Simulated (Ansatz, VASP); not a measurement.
**Ta4Ge in VASP and in Ansatz**

```
Ta Ge
1.0
     4.77836    0.00000    0.00000
    -2.38918    4.13818    0.00000
     0.00000    0.00000    5.42601
Ta Ge
4 1
Direct
  0.33333 0.66667 0.50000
  0.66667 0.33333 0.50000
  0.33333 0.66667 0.00000
  0.66667 0.33333 0.00000
  0.00000 0.00000 0.00000
```

Alike in both runs: functional PBE; k mesh 5 × 5 × 3; occupations gaussian, width 0.2 eV; no spin polarisation.

Ansatz relaxed the structure, and its values are those at the end. VASP's run is a single point on that final structure, the one shown.

```csv
,VASP,Ansatz
version,VASP 6.6.1,Ansatz 0.2.0
potentials or method,"VASP PAW PBE potentials, release 64 (Ta_pv, Ge_d), cutoff 500 eV","scalar-relativistic, plane waves, PAW"
valence electrons in the cell,58,66
```

|  | VASP | Ansatz | Ansatz less VASP |
| --- | --- | --- | --- |
| gap on the k mesh at the Fermi level (eV) | none | none | - |
| pressure (GPa) | 0.2 | 0.2 | -0.07 |

A gap of «none» marks a metal or a gap that the smearing closes. The functional is the same, so the differences come from potentials, cutoffs and numerics. VASP's potentials hold 58 valence electrons a cell and Ansatz's 66, so a difference there can come from the potentials and not from the codes.

The k mesh is coarse, so the values compare programs but aren't converged. Neither program's run includes spin-orbit coupling.
